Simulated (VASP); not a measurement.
Input of a VASP 6.6.1 run:

The input POSCAR:

```
Si
1.0
    4.8456591481      0.0000000000      0.0000000000
    0.0000000000      4.8456591481      0.0000000000
    0.0000000000      0.0000000000      4.8456591481
Si
8
Direct
    0.5000000000      0.5000000000      0.5000000000
    0.0000000000      0.0000000000      0.0000000000
    0.2500000000      0.0000000000      0.5000000000
    0.5000000000      0.2500000000      0.0000000000
    0.5000000000      0.7500000000      0.0000000000
    0.7500000000      0.0000000000      0.5000000000
    0.0000000000      0.5000000000      0.7500000000
    0.0000000000      0.5000000000      0.2500000000
```

File INCAR.step1:

```
PREC = Accurate ; ENCUT = 600
ISMEAR = 0 ; SIGMA = 0.1
LREAL = False ; LASPH = True
NELM = 100 ; GGA = PE
ALGO = Normal ; EDIFF = 1E-4
LWAVE = True ; LCHARG = False
```

Contents of INCAR.step2:

```
PREC = Accurate ; ENCUT = 600
EDIFF = 1E-6 ; ISMEAR = 0
SIGMA = 0.1 ; LREAL = False
LASPH = True ; NELM = 100
ALGO = Normal ; ISIF = 3
LWAVE = False ; LCHARG = False
METAGGA = R2SCAN ; LMIXTAU = True
IBRION = 2 ; NSW = 100
EDIFFG = -0.01 ; ISTART = 1
```

The input KPOINTS:

```
Automatic mesh
0
Gamma
  8 8 8
```

Potentials or basis: VASP PAW PBE potentials, release 64 (Si).

Run with:

```sh
$ cat potpaw_PBE.64/Si/POTCAR > POTCAR
$ cp INCAR.step1 INCAR
$ mpirun -np 1 vasp_std > vasp.out
$ cp INCAR.step2 INCAR
$ mpirun -np 1 vasp_std > vasp.out
```

(1) Estimate the band gap on the k mesh.

(2) What does it give for the relaxed cell?

## Answers

(1) zero (band 16 reaches 11.94 eV, above the bottom of band 17 at 8.69 eV).

(2) a = 4.838 Å, b = 4.838 Å, c = 4.838 Å, α = 90.00°, β = 90.00°, γ = 90.00°.
